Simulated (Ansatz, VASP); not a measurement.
# Bi in VASP and in Ansatz

The input INCAR:

```
SYSTEM = Bi
PREC = Accurate ; ENCUT = 520
EDIFF = 1E-6 ; ISMEAR = 0
SIGMA = 0.05 ; LREAL = .FALSE.
LASPH = .TRUE. ; NELM = 80
ALGO = Normal ; ISIF = 2
LWAVE = .FALSE. ; LCHARG = .FALSE.
GGA = PE ; NBANDS = 14
```

Contents of KPOINTS:

```
regular mesh
0
G
  14 14 14
  0 0 0
```

Contents of POSCAR:

```
Bi
1.0
    0.0000000000      2.5810123376      2.5810123376
    2.5810123376      0.0000000000      2.5810123376
    2.5810123376      2.5810123376      0.0000000000
Bi
1
Direct
    0.0000000000      0.0000000000      0.0000000000
```

Input for Ansatz:

```yaml
crystal:
  lattice:
    - [0.0, 2.5810123376, 2.5810123376]
    - [2.5810123376, 0.0, 2.5810123376]
    - [2.5810123376, 2.5810123376, 0.0]
  atoms:
    - { symbol: Bi, position: [0.0, 0.0, 0.0] }
basis:
  ecutwfc: 420
  ecutrho_ratio: 4
kpoints:
  mp_grid: { grid: [14, 14, 14] }
hamiltonian:
  xc: pbe
scf:
  occupations: { method: gaussian, width: 0.05 }
output:
  forces: true
  stress: true
  eigenvalues: true
```

Alike in both runs: task single point; functional PBE; k mesh 14 × 14 × 14; occupations gaussian, width 0.05 eV; no spin polarisation.

|  | VASP | Ansatz |
| --- | --- | --- |
| version | VASP 6.6.1 | Ansatz 0.2.0 |
| potentials or method | VASP PAW PBE potentials, release 64 (Bi_d), cutoff 520 eV | scalar-relativistic, plane waves, PAW |
| valence electrons in the cell | 15 | 15 |

|  | VASP | Ansatz | Ansatz less VASP |
| --- | --- | --- | --- |
| pressure (GPa) | -3.3 | -3.3 | +0.07 |

The functional is the same, so the differences come from potentials, cutoffs and numerics.

Neither program's run includes spin-orbit coupling.
